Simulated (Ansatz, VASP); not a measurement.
# Two plane-wave programs on Be2Se

The input INCAR:

```
SYSTEM = Be2Se
  ALGO = Normal
  EDIFF = 1E-6
  ENCUT = 520
  GGA = PE
  ISIF = 2
  ISMEAR = 0
  LASPH = .True.
  LCHARG = .False.
  LREAL = .False.
  LWAVE = .False.
  NBANDS = 12
  NELM = 60
  PREC = Accurate
  SIGMA = 0.1
```

The input KPOINTS:

```
k-points
0
Gamma
  12 12 14
  0 0 0
```

The input POSCAR:

```
Be2Se
1.0
    3.6634544760     -0.0000000024      0.0000000000
   -1.8317272359      3.1726446431      0.0000000000
    0.0000000000      0.0000000000      3.4337611123
Be Se
2 1
Direct
    0.6666666667      0.3333333333      0.5000000000
    0.3333333333      0.6666666667      0.5000000000
    0.0000000000      0.0000000000      0.0000000000
```

Input for Ansatz:

```yaml
crystal:
  lattice:
    - [3.663454476, -2.4e-09, 0.0]
    - [-1.8317272359, 3.1726446431, 0.0]
    - [0.0, 0.0, 3.4337611123]
  atoms:
    - { symbol: Be, position: [0.6666666667, 0.3333333333, 0.5] }
    - { symbol: Be, position: [0.3333333333, 0.6666666667, 0.5] }
    - { symbol: Se, position: [0.0, 0.0, 0.0] }
basis:
  ecutwfc: 420
kpoints:
  mp_grid: { grid: [12, 12, 14] }
  band_path:
    path:
      - [[0.0, 0.0, 0.0], [0.5, 0.0, 0.0], [0.33333333, 0.33333333, 0.0], [0.0, 0.0, 0.0], [0.0, 0.0, 0.5], [0.5, 0.0, 0.5], [0.33333333, 0.33333333, 0.5], [0.0, 0.0, 0.5]]
      - [[0.5, 0.0, 0.5], [0.5, 0.0, 0.0]]
      - [[0.33333333, 0.33333333, 0.5], [0.33333333, 0.33333333, 0.0]]
    npoints: 14
hamiltonian:
  xc: pbe
scf:
  occupations: { method: gaussian, width: 0.1 }
  n_extra_bands: 7
output:
  forces: true
  stress: true
  eigenvalues: true
  populations: true
  dos: { projected: true, de: 0.02, nscf_kmesh: { grid: [15, 15, 17] } }
  bader: true
  write_density: true
  write_potential: true
  elf: true
  volumetric_format: npy
```

Alike in both runs: task single point; functional PBE; k mesh 12 × 12 × 14; occupations gaussian, width 0.1 eV; no spin polarisation.

|  | VASP | Ansatz |
| --- | --- | --- |
| version | VASP 6.6.1 | Ansatz 0.2.0 |
| potentials or method | VASP PAW PBE potentials, release 64 (Be, Se), cutoff 520 eV | scalar-relativistic, plane waves, PAW |
| valence electrons in the cell | 10 | 20 |

Ansatz gave:

| Item | Value |
| --- | --- |
| gap on the k mesh at the Fermi level (eV) | none |
| pressure (GPa) | 0.0 |

Q: What did VASP give for the same quantities?

A: gap on the k mesh at the Fermi level (eV): none; pressure (GPa): 0.1.

A gap of «none» marks a metal or a gap that the smearing closes. With one functional, cell and mesh, what is left measures potentials, basis and numerics. VASP's potentials hold 10 valence electrons a cell and Ansatz's 20, so a difference there can come from the potentials and not from the codes.
